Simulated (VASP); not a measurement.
# Cl (Fm-3m) in VASP: a series of runs

The runs below take Cl through single point, relaxation of cell and atoms, with r2SCAN.

Program: VASP 6.6.1. These are calculated values, not measurements. Logs are shortened: lines on timing, memory, paths and dates and some standing lists are left out, and cuts for length are marked.

**1. The cell of the first run**

It takes space group Fm-3m (No. 225, cubic). Conventional cell: a = 4.357 Å, b = 4.357 Å, c = 4.357 Å, α = 90.00°, β = 90.00°, γ = 90.00°. Within 4.1 Å of Cl (site symmetry m-3m) lie 12 Cl at 3.08 Å.

**2. Single point, r2SCAN**

POSCAR reads:

```
Cl
1.0
    0.0000000000      2.1784908924      2.1784908924
    2.1784908924      0.0000000000      2.1784908924
    2.1784908924      2.1784908924      0.0000000000
Cl
1
Direct
    0.0000000000      0.0000000000      0.0000000000
```

INCAR.step1 reads:

```
SYSTEM = Cl
  ALGO = Normal
  EDIFF = 1E-5
  ENCUT = 550
  GGA = PE
  GGA_COMPAT = .FALSE.
  ISMEAR = -1
  LASPH = .TRUE.
  LCHARG = .FALSE.
  LREAL = .FALSE.
  LWAVE = .TRUE.
  NBANDS = 10
  NELM = 120
  PREC = Accurate
  SIGMA = 0.05
```

INCAR.step2 reads:

```
SYSTEM = Cl
  ALGO = Normal
  EDIFF = 1E-6
  ENCUT = 550
  GGA_COMPAT = .FALSE.
  ISIF = 2
  ISMEAR = -1
  ISTART = 1
  LASPH = .TRUE.
  LCHARG = .TRUE.
  LELF = .TRUE.
  LMIXTAU = .TRUE.
  LREAL = .FALSE.
  LVHAR = .TRUE.
  LWAVE = .FALSE.
  METAGGA = R2SCAN
  NBANDS = 10
  NELM = 120
  PREC = Accurate
  SIGMA = 0.05
```

KPOINTS reads:

```
k-points
0
G
  9 9 9
  0 0 0
```

Potentials or basis: VASP PAW PBE potentials, release 64 (Cl).

Launch:

```
cat potpaw_PBE.64/Cl/POTCAR > POTCAR
cp INCAR.step1 INCAR
mpirun -np 1 vasp_std > vasp.out
cp INCAR.step2 INCAR
mpirun -np 1 vasp_std > vasp.out
```

OUTCAR:

```text
SYSTEM = Cl
   EDIFF = 1E-6
   ENCUT = 550
   ISIF = 2
   ISMEAR = -1
   ISTART = 1
   LASPH = .TRUE.
   LREAL = .FALSE.
   METAGGA = R2SCAN
   NELM = 120
   PREC = Accurate

 ion  position               nearest neighbor table
   1  0.000  0.000  0.000-

  LATTYP: Found a face centered cubic cell.
 ALAT       =     4.3569817848

  Lattice vectors:

 A1 = (   0.0000000000,   2.1784908924,   2.1784908924)
 A2 = (   2.1784908924,   0.0000000000,   2.1784908924)
 A3 = (   2.1784908924,   2.1784908924,   0.0000000000)

Analysis of symmetry for initial positions (statically):
=====================================================================
 Subroutine PRICEL returns:
 Original cell was already a primitive cell.

 Routine SETGRP: Setting up the symmetry group for a
 face centered cubic supercell.

 Subroutine GETGRP returns: Found 48 space group operations
 (whereof 48 operations were pure point group operations)
 out of a pool of 48 trial point group operations.

The static configuration has the point symmetry O_h .

Analysis of symmetry for dynamics (positions and initial velocities):
=====================================================================
 Subroutine PRICEL returns:
 Original cell was already a primitive cell.

 Routine SETGRP: Setting up the symmetry group for a
 face centered cubic supercell.

 Subroutine GETGRP returns: Found 48 space group operations
 (whereof 48 operations were pure point group operations)
 out of a pool of 48 trial point group operations.

The dynamic configuration has the point symmetry O_h .

 Subroutine INISYM returns: Found 48 space group operations
 (whereof 48 operations are pure point group operations),
 and found     1 'primitive' translations

----------------------------------------------------------------------------------------

                                     Primitive cell

  volume of cell :      20.6775

  direct lattice vectors                    reciprocal lattice vectors
     0.000000000  2.178490892  2.178490892    -0.229516681  0.229516681  0.229516681
     2.178490892  0.000000000  2.178490892     0.229516681 -0.229516681  0.229516681
     2.178490892  2.178490892  0.000000000     0.229516681  0.229516681 -0.229516681

  length of vectors
     3.080851366  3.080851366  3.080851366     0.397534553  0.397534553  0.397534553

  position of ions in fractional coordinates (direct lattice)
[... 80 lines left out ...]
   NSW    =      0    number of steps for IOM
   IBRION =     -1    ionic relax: 0-MD 1-quasi-New 2-CG
   NFREE  =      0    steps in history (QN), initial steepest desc. (CG)
   ISIF   =      2    stress and relaxation
   ISYM   =      2    0-nonsym 1-usesym 2-fastsym
   POTIM  = 0.5000    time-step for ionic-motion
   TEBEG  =    0.0;   TEEND  =   0.0 temperature during run
   PSTRESS=    0.0 pullay stress
   NELECT =       7.0000    total number of electrons
   NUPDOWN=      -1.0000    fix difference up-down
   EMIN   =  10.00;   EMAX   =-10.00  energy-range for DOS
   EFERMI =   0.00;   METHOD = LEGACY
   ISMEAR =    -1;   SIGMA  =   0.05  broadening in eV -4-tet -1-fermi 0-gaus
   EFERMI_NEDOS =   21; number of points for ismear=-14 and -15
   IALGO  =     38    algorithm
   IMIX   =      4    mixing-type and parameters
     AMIX     =   0.40;   BMIX     =  1.00
     AMIX_MAG =   1.60;   BMIX_MAG =  1.00
  volume/ion in A,a.u.               =      20.68       139.54
  Fermi-wavevector in a.u.,A,eV,Ry     =   1.140972  2.156125 17.712306  1.301818
  Thomas-Fermi vector in A             =   2.277673
   LORBIT       =      0    0 simple, 1 ext, 2 COOP (PROOUT), +10 PAW based schemes
   METAGGA = R2SCAN    functional components
   LHFCALC =     F    Hartree Fock is set to
   AEXX    =    0.0000 exact exchange contribution
   IVDW    =     0    specifies the selected vdW correction
   LEPSILON=     F    determine dielectric tensor
   LRPA    =     F    only Hartree local field effects (RPA)
 non-spin polarized calculation
  energy-cutoff  :      550.00
  volume of cell :       20.68
 maximum number of plane-waves:       620
   NGX = 11   NGY = 11   NGZ = 11

 number of electron       7.0000001 magnetization

 Free energy of the ion-electron system (eV)
  ---------------------------------------------------
  ext. energy  EPLUGINS =         0.00000000
  ---------------------------------------------------
  free energy    TOTEN  =        -5.18086647 eV

  energy without entropy =       -5.16481837  energy(sigma->0) =       -5.17284242

 E-fermi :   1.6643     XC(G=0): -10.1928

 val. band max:        1.6581919528   @ k =  -0.3333   0.2222   0.0000
 cond. band min:       1.6679039332   @ k =   0.4444   0.1111   0.0000
 fundamental gap:      0.0097119804
 Fermi energy:         1.6643178003

 k-point     1 :       0.0000    0.0000    0.0000
  band No.  band energies     occupation
      1     -14.4739      2.00000
      2       2.5109      0.00000
      3       2.5109      0.00000
      4       2.5109      0.00000
      5      12.7713      0.00000
      6      16.5045      0.00000
      7      16.5045      0.00000
      8      16.5045      0.00000
      9      20.5836      0.00000
     10      20.5836      0.00000
[... 287 lines left out ...]
 k-point    24 :       0.4444    0.4444    0.0000
  band No.  band energies     occupation
      1     -12.2052      2.00000
      2      -2.3951      2.00000
      3       0.6101      2.00000
      4       0.6101      2.00000
      5      10.4380      0.00000
      6      11.6400      0.00000
      7      23.1093      0.00000
      8      23.7472      0.00000
      9      24.1305      0.00000
     10      24.1305      0.00000

 [... further k-points ...]

------------------------ aborting loop because EDIFF is reached ----------------------------------------

  FORCE on cell =-STRESS in cart. coord.  units (eV):
  Direction    XX          YY          ZZ          XY          YZ          ZX
  --------------------------------------------------------------------------------------
  -------------------------------------------------------------------------------------
  Total       -0.0128246     -0.0128246     -0.0128246      0.0000000      0.0000000     -0.0000000
  in kB       -0.9937049     -0.9937049     -0.9937049      0.0000000      0.0000000     -0.0000000
  external PRESSURE =      -0.9937049 kB  Pullay stress =       0.0000000 kB

 VOLUME and BASIS-vectors are now :
 -----------------------------------------------------------------------------
  energy-cutoff  :      550.00
  volume of cell :       20.68
      direct lattice vectors                 reciprocal lattice vectors
     0.000000000  2.178490892  2.178490892    -0.229516681  0.229516681  0.229516681
     2.178490892  0.000000000  2.178490892     0.229516681 -0.229516681  0.229516681
     2.178490892  2.178490892  0.000000000     0.229516681  0.229516681 -0.229516681

 POSITION                                       TOTAL-FORCE (eV/Angst)
 -----------------------------------------------------------------------------------
      0.00000      0.00000      0.00000         0.000000      0.000000      0.000000
 -----------------------------------------------------------------------------------
    total drift:                                0.000000      0.000000      0.000000

  FREE ENERGIE OF THE ION-ELECTRON SYSTEM (eV)
  ---------------------------------------------------
  free  energy   TOTEN  =        -5.1808664657 eV

  energy  without entropy=       -5.1648183741  energy(sigma->0) =       -5.17284242
```

OSZICAR.step1:

```text
N       E                     dE             d eps       ncg     rms          rms(c)
DAV:   1     0.205370616650E+02    0.20537E+02   -0.30197E+03   700   0.560E+02
DAV:   2    -0.265034556571E+00   -0.20802E+02   -0.20145E+02   974   0.111E+02
DAV:   3    -0.921887896740E+00   -0.65685E+00   -0.64613E+00   844   0.170E+01
DAV:   4    -0.924009644593E+00   -0.21217E-02   -0.21214E-02   822   0.125E+00
DAV:   5    -0.924018195029E+00   -0.85504E-05   -0.85505E-05   860   0.752E-02    0.364E+00
DAV:   6    -0.923955440769E+00    0.62754E-04   -0.94326E-04   804   0.175E-01    0.221E+00
DAV:   7    -0.924231590166E+00   -0.27615E-03   -0.12421E-03   800   0.216E-01    0.638E-02
DAV:   8    -0.924215252431E+00    0.16338E-04   -0.10776E-04   762   0.533E-02    0.684E-03
DAV:   9    -0.924216337077E+00   -0.10846E-05   -0.14664E-06   410   0.939E-03
   1 F= -.92421634E+00 E0= -.91597781E+00  d E =-.164771E-01
```

It took 9.5 s on 1 thread of Intel Xeon 6975P-C (Granite Rapids), shared host; peak memory 0.13 GiB.

Results:

* Free energy: -5.1809 eV
* Pressure: -0.1 GPa
* Band gap on the k mesh: zero (an odd number of electrons rules out a gap without spin polarisation)

Caveat: the PAW data sets were made with another functional, which shifts forces and pressure a little; an odd number of electrons without spin polarisation forces a metal; a magnetic or distorted state may lie lower.

(Part 1 of 2 ends here.)
